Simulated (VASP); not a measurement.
A run of VASP 6.6.1 is set up as follows.

Contents of INCAR:

```
SYSTEM = Sn2Ir
ALGO = Normal
DIPOL = 0.5 0.5 0.500
EDIFF = 1E-7
ENCUT = 520
IDIPOL = 3
ISIF = 2
ISMEAR = -1
LASPH = .TRUE.
LCHARG = .TRUE.
LDIPOL = .TRUE.
LELF = .TRUE.
LREAL = .FALSE.
LVACPOTAV = .TRUE.
LVHAR = .TRUE.
LWAVE = .FALSE.
NBANDS = 46
NELM = 100
PREC = Accurate
SIGMA = 0.08
```

Contents of KPOINTS:

```
k-points
0
G
  9 9 1
  0 0 0
```

Contents of POSCAR:

```
Sn2Ir
1.0
    4.4575016955      0.0000000000      0.0000000000
   -2.2287508478      3.8603097057      0.0000000000
    0.0000000000      0.0000000000     21.4593000000
Sn Ir
4 2
Direct
    0.0000000000      0.0000000000      0.3727986854
    0.6666666670      0.3333333330      0.4575995620
    0.3333333330      0.6666666670      0.5424004380
    0.0000000000      0.0000000000      0.6272013146
    0.3333333330      0.6666666670      0.4151991234
    0.6666666670      0.3333333330      0.5848008766
```

Potentials or basis: VASP PAW LDA potentials, release 64 (Sn_d, Ir).

The run is started by

```bash
$ cat potpaw_LDA.64/Sn_d/POTCAR potpaw_LDA.64/Ir/POTCAR > POTCAR
$ mpirun -np 1 vasp_std > vasp.out
```

Task: Estimate the largest force.

Result: 0.326 eV/Å.

Task: What does it give for the band gap on the k mesh?

Result: Zero (bands 37 and 38 overlap by 1.53 eV).

Forces in eV/Å, atoms in the order of the input:
```
Sn   0.000  0.000  0.067
Sn   0.000  0.000 -0.008
Sn   0.000  0.000  0.008
Sn   0.000  0.000 -0.067
Ir   0.000  0.000  0.326
Ir   0.000  0.000 -0.326
```

Caveat: spin-orbit coupling is left out, which moves the levels of the heavy elements.
